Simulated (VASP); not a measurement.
# Mg3Cl (Pm-3m) in VASP: a series of runs

The runs below take Mg3Cl through relaxation of cell and atoms, single point, with PBE.

All numbers are computed with VASP 6.6.1; they aren't measurements. Logs are shortened: lines on timing, memory, paths and dates and some standing lists are left out, and cuts for length are marked.

## 1. The cell of the first run

It takes space group Pm-3m (No. 221, cubic). The conventional cell has a = 4.309 Å, b = 4.309 Å, c = 4.309 Å, α = 90.00°, β = 90.00°, γ = 90.00°. Within 4.0 Å of Mg (site symmetry 4/mmm) lie 8 Mg at 3.05 Å and 4 Cl at 3.05 Å. Within 4.0 Å of Cl (site symmetry m-3m) lie 12 Mg at 3.05 Å.

## 2. Relaxation of cell and atoms, PBE

INCAR

```
  PREC = Accurate
  ENCUT = 600
  EDIFF = 1E-6
  ISMEAR = 0
  SIGMA = 0.1
  LREAL = False
  LASPH = True
  NELM = 100
  ALGO = Normal
  ISIF = 3
  LWAVE = False
  LCHARG = False
  GGA = PE
  IBRION = 2
  NSW = 90
  EDIFFG = -0.04
```

KPOINTS

```
Automatic mesh
0
Gamma
  4 4 4
```

POSCAR

```
Mg3Cl
1.0
    4.3088979439      0.0000000000      0.0000000000
    0.0000000000      4.3088979439      0.0000000000
    0.0000000000      0.0000000000      4.3088979439
Mg Cl
3 1
Direct
    0.0000000000      0.5000000000      0.5000000000
    0.5000000000      0.0000000000      0.5000000000
    0.5000000000      0.5000000000      0.0000000000
    0.0000000000      0.0000000000      0.0000000000
```

Potentials or basis: VASP PAW PBE potentials, release 64 (Mg, Cl).

Run with:

```
> cat potpaw_PBE.64/Mg/POTCAR potpaw_PBE.64/Cl/POTCAR > POTCAR
> mpirun -np 1 vasp_std > vasp.out
```

OUTCAR:

```text
PREC = Accurate
   ENCUT = 600
   EDIFF = 1E-6
   ISMEAR = 0
   LREAL = False
   LASPH = True
   NELM = 100
   ISIF = 3
   GGA = PE
   IBRION = 2
   NSW = 90
   EDIFFG = -0.04

 ion  position               nearest neighbor table
   1  0.000  0.500  0.500-   2 3.05   3 3.05   4 3.05   3 3.05   4 3.05   2 3.05   4 3.05   4 3.05
                             2 3.05   3 3.05   3 3.05   2 3.05
   2  0.500  0.000  0.500-   1 3.05   3 3.05   4 3.05   3 3.05   4 3.05   1 3.05   3 3.05   3 3.05
                             1 3.05   4 3.05   4 3.05   1 3.05
   3  0.500  0.500  0.000-   1 3.05   2 3.05   4 3.05   1 3.05   2 3.05   2 3.05   4 3.05   2 3.05
                             1 3.05   4 3.05   1 3.05   4 3.05
   4  0.000  0.000  0.000-   1 3.05   2 3.05   3 3.05   1 3.05   2 3.05   1 3.05   3 3.05   1 3.05
                             2 3.05   3 3.05   2 3.05   3 3.05

  LATTYP: Found a simple cubic cell.
 ALAT       =     4.3088979439

  Lattice vectors:

 A1 = (   4.3088979439,   0.0000000000,   0.0000000000)
 A2 = (   0.0000000000,   4.3088979439,   0.0000000000)
 A3 = (   0.0000000000,   0.0000000000,   4.3088979439)

Analysis of symmetry for initial positions (statically):
=====================================================================
 Subroutine PRICEL returns:
 Original cell was already a primitive cell.

 Routine SETGRP: Setting up the symmetry group for a
 simple cubic supercell.

 Subroutine GETGRP returns: Found 48 space group operations
 (whereof 48 operations were pure point group operations)
 out of a pool of 48 trial point group operations.

The static configuration has the point symmetry O_h .

Analysis of symmetry for dynamics (positions and initial velocities):
=====================================================================
 Subroutine PRICEL returns:
 Original cell was already a primitive cell.

 Routine SETGRP: Setting up the symmetry group for a
 simple cubic supercell.

 Subroutine GETGRP returns: Found 48 space group operations
 (whereof 48 operations were pure point group operations)
 out of a pool of 48 trial point group operations.

The dynamic configuration has the point symmetry O_h .

 Subroutine INISYM returns: Found 48 space group operations
 (whereof 48 operations are pure point group operations),
 and found     1 'primitive' translations

----------------------------------------------------------------------------------------

                                     Primitive cell

  volume of cell :      80.0016

  direct lattice vectors                    reciprocal lattice vectors
[... 72 lines left out ...]
   LSORBIT =      F    spin-orbit coupling
   LASPH  =      T    aspherical Exc in radial PAW
   ENCUT  =  600.0 eV  44.10 Ry    6.64 a.u.   8.61  8.61  8.61*2*pi/ulx,y,z
   NELM   =    100;   NELMIN=  2; NELMDL= -5     # of ELM steps
   EDIFF  = 0.1E-05   stopping-criterion for ELM
   LREAL  =      F    real-space projection
   EDIFFG = -.4E-01   stopping-criterion for IOM
   NSW    =     90    number of steps for IOM
   IBRION =      2    ionic relax: 0-MD 1-quasi-New 2-CG
   NFREE  =      1    steps in history (QN), initial steepest desc. (CG)
   ISIF   =      3    stress and relaxation
   ISYM   =      2    0-nonsym 1-usesym 2-fastsym
   POTIM  = 0.5000    time-step for ionic-motion
   TEBEG  =    0.0;   TEEND  =   0.0 temperature during run
   PSTRESS=    0.0 pullay stress
   NELECT =      13.0000    total number of electrons
   NUPDOWN=      -1.0000    fix difference up-down
   EMIN   =  10.00;   EMAX   =-10.00  energy-range for DOS
   EFERMI =   0.00;   METHOD = LEGACY
   ISMEAR =     0;   SIGMA  =   0.10  broadening in eV -4-tet -1-fermi 0-gaus
   EFERMI_NEDOS =   21; number of points for ismear=-14 and -15
   IALGO  =     38    algorithm
   IMIX   =      4    mixing-type and parameters
     AMIX     =   0.40;   BMIX     =  1.00
     AMIX_MAG =   1.60;   BMIX_MAG =  1.00
  volume/ion in A,a.u.               =      20.00       134.97
  Fermi-wavevector in a.u.,A,eV,Ry     =   0.893353  1.688192 10.858531  0.798079
  Thomas-Fermi vector in A             =   2.015419
   LORBIT       =      0    0 simple, 1 ext, 2 COOP (PROOUT), +10 PAW based schemes
   GGA     = PE    functional components
   LHFCALC =     F    Hartree Fock is set to
   AEXX    =    0.0000 exact exchange contribution
   IVDW    =     0    specifies the selected vdW correction
   LEPSILON=     F    determine dielectric tensor
   LRPA    =     F    only Hartree local field effects (RPA)
 conjugate gradient relaxation of ions
 non-spin polarized calculation
 Gauss-broadening in eV      SIGMA  =   0.10
  energy-cutoff  :      600.00
  volume of cell :       80.00
 maximum number of plane-waves:      2721
 NGX is ok and might be reduce to    36
   NGX = 17   NGY = 17   NGZ = 17

--------------------------------------- Ionic step        1  -------------------------------------------

 number of electron      13.0000001 magnetization

 Free energy of the ion-electron system (eV)
  ---------------------------------------------------
  ext. energy  EPLUGINS =         0.00000000
  ---------------------------------------------------
  free energy    TOTEN  =        -6.27219057 eV

  energy without entropy =       -6.26183331  energy(sigma->0) =       -6.26701194

------------------------ aborting loop because EDIFF is reached ----------------------------------------

  FORCE on cell =-STRESS in cart. coord.  units (eV):
  Direction    XX          YY          ZZ          XY          YZ          ZX
  --------------------------------------------------------------------------------------
  -------------------------------------------------------------------------------------
  Total        4.1476124      4.1476124      4.1476124     -0.0000000      0.0000000     -0.0000000
  in kB       83.0634793     83.0634793     83.0634793     -0.0000000      0.0000000     -0.0000000
  external PRESSURE =      83.0634793 kB  Pullay stress =       0.0000000 kB
[... 101 lines left out ...]
--------------------------------------- Ionic step        4  -------------------------------------------

 number of electron      13.0000003 magnetization

 Free energy of the ion-electron system (eV)
  ---------------------------------------------------
  ext. energy  EPLUGINS =         0.00000000
  ---------------------------------------------------
  free energy    TOTEN  =        -6.69074879 eV

  energy without entropy =       -6.67390235  energy(sigma->0) =       -6.68232557

 E-fermi :   2.7253     XC(G=0):  -8.3219

 val. band max:        2.6405023739   @ k =   0.2500   0.2500   0.2500
 cond. band min:       2.7275659205   @ k =   0.2500   0.2500   0.2500
 fundamental gap:      0.0870635466
 Fermi energy:         2.7252864215

 k-point     1 :       0.0000    0.0000    0.0000
  band No.  band energies     occupation
      1     -13.4886      2.00000
      2      -2.2880      2.00000
      3      -1.9350      2.00000
      4      -1.9350      2.00000
      5      -1.9350      2.00000
      6       3.6212      0.00000
      7       3.6212      0.00000
      8       4.6311      0.00000
      9       4.6311      0.00000
     10       4.6311      0.00000
[... 146 lines left out ...]
  FREE ENERGIE OF THE ION-ELECTRON SYSTEM (eV)
  ---------------------------------------------------
  free  energy   TOTEN  =        -6.6907487872 eV

  energy  without entropy=       -6.6739023533  energy(sigma->0) =       -6.68232557

 reached required accuracy - stopping structural energy minimisation
```

It took 24 s on 1 thread of Intel Xeon 6975P-C (Granite Rapids), shared host; peak memory 0.2 GiB.

What came out:

- Free energy: -6.6907 eV
- Relaxed volume: 24.95 Å³/atom
- Relaxed cell: a = 4.639 Å, b = 4.639 Å, c = 4.639 Å, α = 90.00°, β = 90.00°, γ = 90.00°
- Space group after relaxing (to 0.1 Å): Pm-3m (No. 221)
- Energy gained by relaxing: 104.6 meV/atom
- Ionic steps: 4
- Pressure after relaxing: 0.0 GPa
- Band gap on the k mesh: zero (an odd number of electrons rules out a gap without spin polarisation)

The path:
```
step  energy change (eV)  largest force (eV/Å)  pressure (GPa)  volume (Å³)
   1              0.0000                0.0000            8.31        80.00
   2             -0.3741                0.0000            2.06        92.62
   3             -0.4159                0.0000            0.47        98.07
   4             -0.4186                0.0000            0.04        99.82
```

Final structure:
```yaml
crystal:
  lattice:
    - [4.63879, 0.00000, 0.00000]
    - [0.00000, 4.63879, 0.00000]
    - [0.00000, 0.00000, 4.63879]
  atoms:
    - { symbol: Mg, position: [0.00000, 0.50000, 0.50000] }
    - { symbol: Mg, position: [0.50000, 0.00000, 0.50000] }
    - { symbol: Mg, position: [0.50000, 0.50000, 0.00000] }
    - { symbol: Cl, position: [0.00000, 0.00000, 0.00000] }
```

Caveat: the k points lie up to 0.34 Å⁻¹ apart in the final cell, too coarse for converged energies and pressures of a metal; the volume moved by over 15 % at a fixed basis, so the end points are rough.

## 3. Single point, PBE

This run uses another cell than the first one, of 25.31 Å³/atom.

INCAR

```
SYSTEM = Mg3Cl
PREC = Accurate
ENCUT = 520
EDIFF = 1E-6
ISMEAR = 0
SIGMA = 0.1
LREAL = .False.
LASPH = .True.
NELM = 80
ALGO = Normal
ISIF = 2
LWAVE = .False.
LCHARG = .False.
GGA = PE
NBANDS = 14
```

KPOINTS

```
regular mesh
0
Gamma
  10 10 10
  0 0 0
```

POSCAR

```
Mg3Cl
1.0
    4.6605607777      0.0000000000      0.0000000000
    0.0000000000      4.6605607777      0.0000000000
    0.0000000000      0.0000000000      4.6605607777
Mg Cl
3 1
Direct
    0.0000000000      0.5000000000      0.5000000000
    0.5000000000      0.0000000000      0.5000000000
    0.5000000000      0.5000000000      0.0000000000
    0.0000000000      0.0000000000      0.0000000000
```

Potentials or basis: VASP PAW PBE potentials, release 64 (Mg, Cl).

Run with:

```
> cat potpaw_PBE.64/Mg/POTCAR potpaw_PBE.64/Cl/POTCAR > POTCAR
> mpirun -np 1 vasp_std > vasp.out
```

OUTCAR:

```text
SYSTEM = Mg3Cl
   PREC = Accurate
   ENCUT = 520
   EDIFF = 1E-6
   ISMEAR = 0
   LREAL = .False.
   LASPH = .True.
   NELM = 80
   ISIF = 2
   GGA = PE

 ion  position               nearest neighbor table
   1  0.000  0.500  0.500-   2 3.30   3 3.30   3 3.30   2 3.30   2 3.30   3 3.30   3 3.30   2 3.30

   2  0.500  0.000  0.500-   1 3.30   3 3.30   3 3.30   1 3.30   3 3.30   3 3.30   1 3.30   1 3.30

   3  0.500  0.500  0.000-   1 3.30   2 3.30   1 3.30   2 3.30   2 3.30   2 3.30   1 3.30   1 3.30

   4  0.000  0.000  0.000-

  LATTYP: Found a simple cubic cell.
 ALAT       =     4.6605607777

  Lattice vectors:

 A1 = (   4.6605607777,   0.0000000000,   0.0000000000)
 A2 = (   0.0000000000,   4.6605607777,   0.0000000000)
 A3 = (   0.0000000000,   0.0000000000,   4.6605607777)

Analysis of symmetry for initial positions (statically):
=====================================================================
 Subroutine PRICEL returns:
 Original cell was already a primitive cell.

 Routine SETGRP: Setting up the symmetry group for a
 simple cubic supercell.

[... 189 lines left out ...]
     10       4.5215      0.00000
     11       6.6775      0.00000
     12       8.5603      0.00000
     13       8.5603      0.00000
     14       8.5603      0.00000
[... 377 lines left out ...]
      1     -13.3926      2.00000
      2      -3.0839      2.00000
      3      -2.0283      2.00000
      4      -1.8919      2.00000
      5      -0.5470      2.00000
      6       1.7937      2.00000
      7       3.4100      0.00000
      8       3.9132      0.00000
      9       4.9031      0.00000
     10       6.4025      0.00000
     11       6.4808      0.00000
     12       6.6958      0.00000
     13       8.1184      0.00000
     14       8.6292      0.00000

 [... further k-points ...]

------------------------ aborting loop because EDIFF is reached ----------------------------------------

  FORCE on cell =-STRESS in cart. coord.  units (eV):
  Direction    XX          YY          ZZ          XY          YZ          ZX
  --------------------------------------------------------------------------------------
  -------------------------------------------------------------------------------------
  Total       -0.0497743     -0.0497743     -0.0497743      0.0000000      0.0000000     -0.0000000
  in kB       -0.7877729     -0.7877729     -0.7877729      0.0000000      0.0000000     -0.0000000
  external PRESSURE =      -0.7877729 kB  Pullay stress =       0.0000000 kB

 VOLUME and BASIS-vectors are now :
 -----------------------------------------------------------------------------
  energy-cutoff  :      520.00
  volume of cell :      101.23
      direct lattice vectors                 reciprocal lattice vectors
     4.660560778  0.000000000  0.000000000     0.214566454  0.000000000  0.000000000
     0.000000000  4.660560778  0.000000000     0.000000000  0.214566454  0.000000000
     0.000000000  0.000000000  4.660560778     0.000000000  0.000000000  0.214566454

 POSITION                                       TOTAL-FORCE (eV/Angst)
 -----------------------------------------------------------------------------------
      0.00000      2.33028      2.33028         0.000000      0.000000      0.000000
      2.33028      0.00000      2.33028         0.000000      0.000000      0.000000
      2.33028      2.33028      0.00000         0.000000      0.000000      0.000000
      0.00000      0.00000      0.00000         0.000000      0.000000      0.000000
 -----------------------------------------------------------------------------------
    total drift:                                0.000000     -0.000000     -0.000000

  FREE ENERGIE OF THE ION-ELECTRON SYSTEM (eV)
  ---------------------------------------------------
  free  energy   TOTEN  =        -6.7673406920 eV

  energy  without entropy=       -6.7584503466  energy(sigma->0) =       -6.76289552
```

OSZICAR:

```text
N       E                     dE             d eps       ncg     rms          rms(c)
DAV:   1     0.336418475632E+02    0.33642E+02   -0.39728E+03  1568   0.661E+02
DAV:   2    -0.277014907410E+01   -0.36412E+02   -0.33122E+02  2214   0.952E+01
DAV:   3    -0.703703585126E+01   -0.42669E+01   -0.42359E+01  1976   0.328E+01
DAV:   4    -0.707775264440E+01   -0.40717E-01   -0.40709E-01  1916   0.405E+00
DAV:   5    -0.707827205202E+01   -0.51941E-03   -0.51938E-03  2050   0.463E-01    0.787E+00
DAV:   6    -0.680516393900E+01    0.27311E+00   -0.63004E-01  1922   0.377E+00    0.398E+00
DAV:   7    -0.677492000677E+01    0.30244E-01   -0.87755E-02  1756   0.147E+00    0.152E+00
DAV:   8    -0.676741201634E+01    0.75080E-02   -0.13783E-02  1928   0.630E-01    0.141E-01
DAV:   9    -0.676733559425E+01    0.76422E-04   -0.71492E-04  1904   0.153E-01    0.686E-02
DAV:  10    -0.676735437157E+01   -0.18777E-04   -0.24496E-04  1988   0.796E-02    0.245E-02
DAV:  11    -0.676734036731E+01    0.14004E-04   -0.79727E-05  1922   0.450E-02    0.555E-03
DAV:  12    -0.676734069202E+01   -0.32472E-06   -0.62990E-06  1910   0.145E-02
   1 F= -.67673407E+01 E0= -.67628955E+01  d E =-.889035E-02
```

stdout:

```text
POSCAR found type information on POSCAR MgCl
 POSCAR found :  2 types and       4 ions
 scaLAPACK will be used
 LDA part: xc-table for (Slater+PW92), standard interpolation
 POSCAR, INCAR and KPOINTS ok, starting setup
 FFT: planning ... GRIDC
 FFT: planning ... GRID_SOFT
 FFT: planning ... GRID
 WAVECAR not read
 entering main loop
```

Wall time 30 s (1 thread of Intel Xeon 6975P-C (Granite Rapids), shared host); peak memory 0.24 GiB.

What came out:

```
Free energy            : -6.7673 eV
Pressure               : -0.1 GPa
Band gap on the k mesh : zero (an odd number of electrons rules out a gap without spin polarisation)
```

## 4. Relaxation of cell and atoms, PBE

This run uses another cell than the first one, of 24.97 Å³/atom.

INCAR

```
PREC = Accurate ; ENCUT = 600
EDIFF = 1E-7 ; ISMEAR = 0
SIGMA = 0.1 ; LREAL = False
LASPH = True ; NELM = 60
ALGO = Normal ; ISIF = 3
LWAVE = False ; LCHARG = False
GGA = PE ; IBRION = 2
NSW = 100 ; EDIFFG = -0.01
```

KPOINTS

```
Automatic mesh
0
Gamma
  10 10 10
```

POSCAR

```
Mg3Cl
1.0
    4.6397463969      0.0000000000      0.0000000000
    0.0000000000      4.6397463969      0.0000000000
    0.0000000000      0.0000000000      4.6397463969
Mg Cl
3 1
Direct
    0.0000000000      0.5000000000      0.5000000000
    0.5000000000      0.0000000000      0.5000000000
    0.5000000000      0.5000000000      0.0000000000
    0.0000000000      0.0000000000      0.0000000000
```

Run with:

```
> cat potpaw_PBE.64/Mg/POTCAR potpaw_PBE.64/Cl/POTCAR > POTCAR
> mpirun -np 1 vasp_std > vasp.out
```

It took 80 s on 1 thread of Intel Xeon 6975P-C (Granite Rapids), shared host; peak memory 0.29 GiB.

It converged, with:

* Free energy: -6.7674 eV
* Relaxed volume: 25.26 Å³/atom
* Relaxed cell: a = 4.658 Å, b = 4.658 Å, c = 4.658 Å, α = 90.00°, β = 90.00°, γ = 90.00°
* Space group after relaxing (to 0.1 Å): Pm-3m (No. 221)
* Energy gained by relaxing: 0.2 meV/atom
* Ionic steps: 3
* Pressure after relaxing: 0.0 GPa
* Band gap on the k mesh: zero (an odd number of electrons rules out a gap without spin polarisation)

Step by step:
| step | energy change (eV) | largest force (eV/Å) | pressure (GPa) | volume (Å³) |
| --- | --- | --- | --- | --- |
| 1 | 0.0000 | 0.0000 | 0.28 | 99.88 |
| 2 | -0.0008 | 0.0000 | 0.12 | 100.51 |
| 3 | -0.0009 | 0.0000 | -0.02 | 101.05 |

Final structure:
```cif
data_structure
_symmetry_space_group_name_H-M 'P 1'
_symmetry_Int_Tables_number 1
_cell_length_a 4.6577
_cell_length_b 4.6577
_cell_length_c 4.6577
_cell_angle_alpha 90.000
_cell_angle_beta 90.000
_cell_angle_gamma 90.000
_cell_volume 101.05
loop_
_atom_site_label
_atom_site_type_symbol
_atom_site_fract_x
_atom_site_fract_y
_atom_site_fract_z
_atom_site_occupancy
Mg1 Mg 0.00000 0.50000 0.50000 1
Mg2 Mg 0.50000 0.00000 0.50000 1
Mg3 Mg 0.50000 0.50000 0.00000 1
Cl1 Cl 0.00000 0.00000 0.00000 1
```

Levels at points of the mesh, in eV from the Fermi level:
```csv
k point,band 5,band 6,band 7,band 8,band 9,band 10
"(0.00, 0.00, 0.00)",-4.61,0.82,0.82,1.82,1.82,1.82
"(0.50, 0.00, 0.00)",-2.61,-2.22,1.38,1.38,2.15,2.99
"(0.50, 0.50, 0.00)",-3.17,-0.19,-0.19,0.10,2.90,3.03
"(0.50, 0.50, 0.50)",-1.66,-1.31,-1.31,-1.31,2.40,2.40
```

## 5. Summary

```csv
task,cell,k mesh,cutoff (eV),gap on the mesh (eV),pressure (GPa),relaxed volume (Å³/atom)
relaxation of cell and atoms,"relaxed from a = 4.309 Å, 4 atoms",4 × 4 × 4,600,none,0.0,24.95
single point,"a = 4.661 Å, 4 atoms",10 × 10 × 10,520,none,-0.1,-
relaxation of cell and atoms,"relaxed from a = 4.640 Å, 4 atoms",10 × 10 × 10,600,none,0.0,25.26
```

Alike in all rows: level PBE; potentials or basis VASP PAW PBE potentials, release 64 (Mg, Cl); no spin polarisation; smearing gaussian 0.1 eV.

Caveats: some runs use coarse meshes; the volume moved by over 15 % at a fixed basis, so the end points are rough (at least some runs).

Total energies depend on the potentials used, so only differences within one code and one set of settings carry meaning.

The gap in the log of VASP goes by the Fermi energy; the results here count the filled bands.